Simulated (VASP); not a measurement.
# ZnCd2Se2S (P1) in VASP: single point with PBE

Aim: the single point of ZnCd2Se2S with PBE.

Everything below comes from runs of VASP 6.6.1. Logs are shortened: lines on timing, memory, paths and dates and some standing lists are left out, and cuts for length are marked.

### 1 The cell of the first run

The typed cell holds 12 atoms: a = 4.212 Å, b = 7.264 Å, c = 10.630 Å, α = 96.49°, β = 101.38°, γ = 89.92°.

### 2 Single point, PBE

Input file INCAR:

```
SYSTEM = ZnCd2Se2S
PREC     = Accurate       ! precision mode
ENCUT    = 520            ! plane-wave cutoff, eV
EDIFF    = 1E-6           ! SCF threshold, eV
ISMEAR   = 0              ! smearing method
SIGMA    = 0.1            ! smearing width, eV
LREAL    = .False.        ! projectors in reciprocal space
LASPH    = .True.         ! aspherical terms in the spheres
NELM     = 60             ! most SCF steps
ALGO     = Normal         ! electronic algorithm
ISIF     = 2              ! what is computed and relaxed
LWAVE    = .False.        ! write WAVECAR
LCHARG   = .False.        ! write CHGCAR
GGA      = PE             ! functional
NBANDS   = 66             ! bands
```

Input file KPOINTS:

```
regular mesh
0
Gamma
  4 2 4
  0 0 0
```

Input file POSCAR:

```
ZnCd2Se2S
1.0
   -4.2118035673      0.0029576294     -0.0023078922
   -0.0052564855      7.2635752813     -0.0044354513
    2.1016061738     -1.2059282760    -10.3505556957
Zn Cd Se S
2 4 4 2
Direct
    0.6037162363      0.8666880086      0.2066092279
    0.1052344391      0.3665243999      0.2064242747
    0.7712567881      0.5913119030      0.5456076580
    0.2734496566      0.0916830881      0.5458671188
    0.9367991740      0.9794114134      0.8744236916
    0.4362052277      0.4796399528      0.8748707528
    0.7240164429      0.9089365782      0.4463688775
    0.2224857706      0.4087651364      0.4461535793
    0.5682026603      0.5213613111      0.1336872564
    0.0671752996      0.0213667195      0.1334608983
    0.8948557451      0.6319111425      0.7922263411
    0.3956485597      0.1320823466      0.7923923237
```

Potentials or basis: VASP PAW PBE potentials, release 64 (Zn, Cd, Se, S).

Run with:

```bash
> cat potpaw_PBE.64/Zn/POTCAR potpaw_PBE.64/Cd/POTCAR potpaw_PBE.64/Se/POTCAR potpaw_PBE.64/S/POTCAR > POTCAR
> mpirun -np 1 vasp_std > vasp.out
```

OUTCAR:

```text
SYSTEM = ZnCd2Se2S
   PREC = Accurate
   ENCUT = 520
   EDIFF = 1E-6
   ISMEAR = 0
   LREAL = .False.
   LASPH = .True.
   NELM = 60
   ISIF = 2
   GGA = PE

 ion  position               nearest neighbor table
   1  0.604  0.867  0.207-   7 2.48   9 2.54  10 2.54  10 2.55
   2  0.105  0.367  0.206-   8 2.48  10 2.53   9 2.54   9 2.55
   3  0.771  0.591  0.546-  11 2.55   7 2.63   8 2.64   8 2.64
   4  0.273  0.092  0.546-  12 2.55   8 2.63   7 2.64   7 2.64
   5  0.937  0.979  0.874-  11 2.57  12 2.57  12 2.57  10 2.68
   6  0.436  0.480  0.875-  12 2.57  11 2.57  11 2.57   9 2.68
   7  0.724  0.909  0.446-   1 2.48   3 2.63   4 2.64   4 2.64
   8  0.222  0.409  0.446-   2 2.48   4 2.63   3 2.64   3 2.64
   9  0.568  0.521  0.134-   1 2.54   2 2.54   2 2.55   6 2.68
  10  0.067  0.021  0.133-   2 2.53   1 2.54   1 2.55   5 2.68
  11  0.895  0.632  0.792-   3 2.55   5 2.57   6 2.57   6 2.57
  12  0.396  0.132  0.792-   4 2.55   5 2.57   6 2.57   5 2.57

  LATTYP: Found a triclinic cell.
 ALAT       =     4.2118052381
 B/A-ratio  =     1.9922959947
 C/A-ratio  =     2.5239490152
 COS(alpha) =     0.0011966491
 COS(beta)  =     0.1972441409
 COS(gamma) =     0.5006988682

  Lattice vectors:

 A1 = (  -4.2118035673,   0.0029576294,  -0.0023078922)
 A2 = (  -4.2065470818,  -7.2606176519,   0.0021275591)
 A3 = (  -2.1016061738,   1.2059282760,  10.3505556957)

Analysis of symmetry for initial positions (statically):
=====================================================================
 Subroutine PRICEL returns:
 Original cell was already a primitive cell.

 Routine SETGRP: Setting up the symmetry group for a
 triclinic supercell.

 Subroutine GETGRP returns: Found  1 space group operations
 (whereof  1 operations were pure point group operations)
 out of a pool of  2 trial point group operations.

The static configuration has the point symmetry C_1 .

Analysis of symmetry for dynamics (positions and initial velocities):
=====================================================================
 Subroutine PRICEL returns:
 Original cell was already a primitive cell.

 Routine SETGRP: Setting up the symmetry group for a
 triclinic supercell.

 Subroutine GETGRP returns: Found  1 space group operations
 (whereof  1 operations were pure point group operations)
 out of a pool of  2 trial point group operations.

The dynamic configuration has the point symmetry C_1 .

 Subroutine INISYM returns: Found  1 space group operations
 (whereof  1 operations are pure point group operations),
 and found     1 'primitive' translations

----------------------------------------------------------------------------------------

                                     Primitive cell

  volume of cell :     316.7095

  direct lattice vectors                    reciprocal lattice vectors
    -4.211803567  0.002957629 -0.002307892    -0.237401718 -0.000201223 -0.048179274
    -0.005256485  7.263575281 -0.004435451     0.000105448  0.137663543 -0.016017570
     2.101606174 -1.205928276-10.350555696     0.000052889 -0.000058947 -0.096595564

  length of vectors
     4.211805238  7.263578538 10.630381683     0.242241323  0.138592297  0.096595596

  position of ions in fractional coordinates (direct lattice)
     0.603716236  0.866688009  0.206609228
     0.105234439  0.366524400  0.206424275
     0.771256788  0.591311903  0.545607658
     0.273449657  0.091683088  0.545867119
     0.936799174  0.979411413  0.874423692
     0.436205228  0.479639953  0.874870753
     0.724016443  0.908936578  0.446368877
     0.222485771  0.408765136  0.446153579
     0.568202660  0.521361311  0.133687256
     0.067175300  0.021366720  0.133460898
     0.894855745  0.631911143  0.792226341
     0.395648560  0.132082347  0.792392324

  ion indices of the primitive-cell ions
   primitive index   ion index
                 1           1
                 2           2
                 3           3
                 4           4
                 5           5
                 6           6
                 7           7
                 8           8
                 9           9
                10          10
                11          11
                12          12

----------------------------------------------------------------------------------------

 KPOINTS: regular mesh

Automatic generation of k-mesh.
 Grid dimensions read from file:
 generate k-points for:    4    2    4

 Generating k-lattice:

  Cartesian coordinates                     Fractional coordinates (reciprocal lattice)
    -0.059350429 -0.000050306 -0.012044818     0.250000000  0.000000000  0.000000000
     0.000052724  0.068831772 -0.008008785     0.000000000  0.500000000 -0.000000000
     0.000013222 -0.000014737 -0.024148891     0.000000000  0.000000000  0.250000000

  Length of vectors
     0.060560331  0.069296148  0.024148899

  Shift w.r.t. Gamma in fractional coordinates (k-lattice)
     0.000000000  0.000000000  0.000000000

 Subroutine IBZKPT returns following result:
 ===========================================

 Found     20 irreducible k-points:

 Following reciprocal coordinates:
            Coordinates               Weight
  0.000000  0.000000  0.000000      1.000000
  0.250000  0.000000  0.000000      2.000000
  0.500000  0.000000  0.000000      1.000000
 -0.000000  0.500000  0.000000      1.000000
  0.250000  0.500000 -0.000000      2.000000
  0.500000  0.500000  0.000000      1.000000
[... 12 lines left out ...]
  0.250000  0.500000  0.500000      2.000000
  0.500000  0.500000  0.500000      1.000000
   k-points           NKPTS =     20   k-points in BZ     NKDIM =     20   number of bands    NBANDS=     66
   number of dos      NEDOS =    301   number of ions     NIONS =     12
   total plane-waves  NPLWV = 138240
   dimension x,y,z NGX =    32 NGY =   54 NGZ =   80
   dimension x,y,z NGXF=    64 NGYF=  108 NGZF=  160
   ions per type =               2   4   4   2
   NGX,Y,Z   is equivalent  to a cutoff of  12.63, 12.36, 12.51 a.u.
   NGXF,Y,Z  is equivalent  to a cutoff of  25.26, 24.72, 25.02 a.u.
 SYSTEM =  ZnCd2Se2S
   PREC   = accura    normal or accurate (medium, high low for compatibility)
   ISTART =      0    job   : 0-new  1-cont  2-samecut
   ICHARG =      2    charge: 1-file 2-atom 10-const
   ISPIN  =      1    spin polarized calculation?
   LNONCOLLINEAR =      F non collinear calculations
   LSORBIT =      F    spin-orbit coupling
   LASPH  =      T    aspherical Exc in radial PAW
   ENCUT  =  520.0 eV  38.22 Ry    6.18 a.u.   7.83 13.51 19.77*2*pi/ulx,y,z
   NELM   =     60;   NELMIN=  2; NELMDL= -5     # of ELM steps
   EDIFF  = 0.1E-05   stopping-criterion for ELM
   LREAL  =      F    real-space projection
   EDIFFG = 0.1E-04   stopping-criterion for IOM
   NSW    =      0    number of steps for IOM
   IBRION =     -1    ionic relax: 0-MD 1-quasi-New 2-CG
   NFREE  =      0    steps in history (QN), initial steepest desc. (CG)
   ISIF   =      2    stress and relaxation
   ISYM   =      2    0-nonsym 1-usesym 2-fastsym
   POTIM  = 0.5000    time-step for ionic-motion
   TEBEG  =    0.0;   TEEND  =   0.0 temperature during run
   PSTRESS=    0.0 pullay stress
   NELECT =     108.0000    total number of electrons
   NUPDOWN=      -1.0000    fix difference up-down
   EMIN   =  10.00;   EMAX   =-10.00  energy-range for DOS
   EFERMI =   0.00;   METHOD = LEGACY
   ISMEAR =     0;   SIGMA  =   0.10  broadening in eV -4-tet -1-fermi 0-gaus
   EFERMI_NEDOS =   21; number of points for ismear=-14 and -15
   IALGO  =     38    algorithm
   IMIX   =      4    mixing-type and parameters
     AMIX     =   0.40;   BMIX     =  1.00
     AMIX_MAG =   1.60;   BMIX_MAG =  1.00
  volume/ion in A,a.u.               =      26.39       178.11
  Fermi-wavevector in a.u.,A,eV,Ry     =   1.143745  2.161364 17.798483  1.308152
  Thomas-Fermi vector in A             =   2.280439
   LORBIT       =      0    0 simple, 1 ext, 2 COOP (PROOUT), +10 PAW based schemes
   GGA     = PE    functional components
   LHFCALC =     F    Hartree Fock is set to
   AEXX    =    0.0000 exact exchange contribution
   IVDW    =     0    specifies the selected vdW correction
   LEPSILON=     F    determine dielectric tensor
   LRPA    =     F    only Hartree local field effects (RPA)
 non-spin polarized calculation
 Gauss-broadening in eV      SIGMA  =   0.10
  energy-cutoff  :      520.00
  volume of cell :      316.71
 maximum number of plane-waves:      8562
   NGX = 15   NGY = 27   NGZ = 39

 number of electron     107.9999972 magnetization

 Free energy of the ion-electron system (eV)
  ---------------------------------------------------
  ext. energy  EPLUGINS =         0.00000000
  ---------------------------------------------------
  free energy    TOTEN  =       -35.05983990 eV

  energy without entropy =      -35.05983982  energy(sigma->0) =      -35.05983986

 E-fermi :   1.4077     XC(G=0):  -8.8993

 val. band max:        1.0732294783   @ k =   0.0000   0.0000   0.0000
 cond. band min:       1.7343156121   @ k =   0.0000   0.0000   0.0000
 fundamental gap:      0.6610861338
 Fermi energy:         1.4076543854

 k-point     1 :       0.0000    0.0000    0.0000
  band No.  band energies     occupation
      1     -11.5859      2.00000
      2     -11.2077      2.00000
      3     -11.1392      2.00000
      4     -11.0902      2.00000
      5     -10.9789      2.00000
      6     -10.9428      2.00000
[... 58 lines left out ...]
     65       6.9271      0.00000
     66       7.2002      0.00000

 k-point     2 :       0.2500    0.0000    0.0000
  band No.  band energies     occupation
      1     -11.4114      2.00000
      2     -11.1344      2.00000
      3     -11.0367      2.00000
      4     -11.0104      2.00000
      5     -10.9674      2.00000
      6     -10.9449      2.00000
[... 1300 lines left out ...]
     65       6.8891      0.00000
     66       7.3877      0.00000

------------------------ aborting loop because EDIFF is reached ----------------------------------------

  FORCE on cell =-STRESS in cart. coord.  units (eV):
  Direction    XX          YY          ZZ          XY          YZ          ZX
  --------------------------------------------------------------------------------------
  -------------------------------------------------------------------------------------
  Total        0.6123929      0.5715852      0.5636749      0.0484166      0.0220917     -0.0241570
  in kB        3.0979871      2.8915480      2.8515311      0.2449311      0.1117578     -0.1222060
  external PRESSURE =       2.9470221 kB  Pullay stress =       0.0000000 kB

 VOLUME and BASIS-vectors are now :
 -----------------------------------------------------------------------------
  energy-cutoff  :      520.00
  volume of cell :      316.71
      direct lattice vectors                 reciprocal lattice vectors
    -4.211803567  0.002957629 -0.002307892    -0.237401718 -0.000201223 -0.048179274
    -0.005256485  7.263575281 -0.004435451     0.000105448  0.137663543 -0.016017570
     2.101606174 -1.205928276-10.350555696     0.000052889 -0.000058947 -0.096595564

 POSITION                                       TOTAL-FORCE (eV/Angst)
 -----------------------------------------------------------------------------------
     -2.11308      6.04788     -2.14376         0.000471      0.005676     -0.006339
     -0.01133      2.41366     -2.13847         0.008996      0.000659     -0.007091
     -2.10484      3.63936     -5.65175        -0.004406      0.005924      0.005983
     -0.00500      0.00848     -5.65107         0.004502     -0.003839      0.010508
     -2.11307      6.06231     -9.05728        -0.001155     -0.007158     -0.015248
     -0.00110      2.43016     -9.05853        -0.002619     -0.004924     -0.003682
     -2.11610      6.06598     -4.62587        -0.003766     -0.003529      0.023367
     -0.00158      2.43173     -4.62026        -0.000625      0.000358      0.022308
     -2.11494      3.62741     -1.38736         0.001683      0.006188     -0.006887
     -0.00256     -0.00555     -1.38164        -0.001967     -0.001037     -0.007048
     -2.10733      3.63721     -8.20485        -0.001748     -0.001620     -0.009018
     -0.00179      0.00499     -8.20320         0.000634      0.003300     -0.006853
 -----------------------------------------------------------------------------------
    total drift:                                0.002890      0.002486     -0.002186

  FREE ENERGIE OF THE ION-ELECTRON SYSTEM (eV)
  ---------------------------------------------------
  free  energy   TOTEN  =       -35.0598399023 eV

  energy  without entropy=      -35.0598398184  energy(sigma->0) =      -35.05983986
```

Wall time 8.9 min (1 thread of Intel Xeon Platinum 8259CL at 2.50GHz (Skylake/Cascade Lake), shared host); peak memory 0.58 GiB.

What came out:

- Free energy: -35.0598 eV
- Pressure: 0.3 GPa
- Largest force: 0.024 eV/Å
- Band gap on the k mesh: 0.66 eV

Forces in eV/Å, atoms in the order of the input:
```
Zn   0.000  0.006 -0.006
Zn   0.009  0.001 -0.007
Cd  -0.004  0.006  0.006
Cd   0.005 -0.004  0.011
Cd  -0.001 -0.007 -0.015
Cd  -0.003 -0.005 -0.004
Se  -0.004 -0.004  0.023
Se  -0.001  0.000  0.022
Se   0.002  0.006 -0.007
Se  -0.002 -0.001 -0.007
S   -0.002 -0.002 -0.009
S    0.001  0.003 -0.007
```

Levels at points of the mesh, in eV from the valence-band top:
| k point | band 52 | band 53 | band 54 | band 55 | band 56 | band 57 |
| --- | --- | --- | --- | --- | --- | --- |
| (0.00, 0.00, 0.00) | -0.26 | -0.02 | 0.00 | 0.66 | 2.22 | 2.67 |
| (0.50, 0.00, 0.00) | -1.40 | -1.16 | -1.16 | 3.61 | 3.61 | 3.81 |
| (0.00, 0.50, 0.00) | -0.63 | -0.41 | -0.41 | 2.42 | 2.42 | 3.45 |
| (0.50, 0.50, 0.00) | -1.13 | -0.89 | -0.76 | 2.56 | 2.71 | 3.04 |
| (0.00, 0.00, 0.50) | -0.56 | -0.08 | -0.06 | 1.76 | 2.03 | 2.55 |
| (0.50, 0.00, 0.50) | -1.40 | -1.16 | -1.16 | 3.61 | 3.61 | 3.81 |
| (0.00, 0.50, 0.50) | -0.81 | -0.52 | -0.51 | 2.83 | 2.83 | 3.02 |
| (0.50, 0.50, 0.50) | -1.13 | -0.90 | -0.75 | 2.56 | 2.71 | 3.05 |

Caveat: the k points lie up to 0.44 Å⁻¹ apart.
